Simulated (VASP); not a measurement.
AlIn2B2As, 6 atoms in the cell. The structure is monoclinic, space group C2/m (No. 12). Conventional cell: a = 4.188 Å, b = 7.035 Å, c = 8.444 Å, α = 90.00°, β = 90.06°, γ = 90.00°. Within 3.3 Å of Al (site symmetry 2/m) lie 4 In at 2.48 to 3.04 Å. Within 3.3 Å of In (site symmetry m) lie 2 Al at 2.48 to 3.04 Å and 2 B at 2.60 Å and 1 As at 2.98 Å. B (site symmetry 2) has 1 B at 1.63 Å and 2 As at 2.25 Å within 2.3 Å. Within 3.0 Å of As (site symmetry 2/m) lie 6 B at 2.25 to 2.70 Å and 2 In at 2.98 Å. The cell was built from a structure type or drawn by symmetry, and may not be a known phase.

| Item | Value |
| --- | --- |
| Program | VASP 6.6.1 |
| Task | relaxation of cell and atoms |
| Functional | PBE |
| Potentials or basis | VASP PAW PBE potentials, release 64 (Al, In_d, B, As) |
| Cutoff | 600 eV |
| k mesh | 5 × 5 × 2 |
| Occupations | gaussian, width 0.2 eV |
| Spin | no spin polarisation |
| Dipole correction | no |
| Further INCAR settings | ALGO = Normal; EDIFF = 1e-06; IBRION = 2; EDIFFG = -0.08; NSW = 36; ISIF = 3 |

Potentials or basis: VASP PAW PBE potentials, release 64 (Al, In_d, B, As).

Command:

```console
$ cat potpaw_PBE.64/Al/POTCAR potpaw_PBE.64/In_d/POTCAR potpaw_PBE.64/B/POTCAR potpaw_PBE.64/As/POTCAR > POTCAR
$ mpirun -np 1 vasp_std > vasp.out
```

Hardware: 1 thread of Intel Xeon 8259CL, on a shared host.

Q: Estimate the wall time of this run.

A: Wall time 24 min on 1 thread of Intel Xeon 8259CL, with other jobs on the host, peak memory 0.36 GiB. Counts: scf iterations 174, k points 18, ion steps 20.
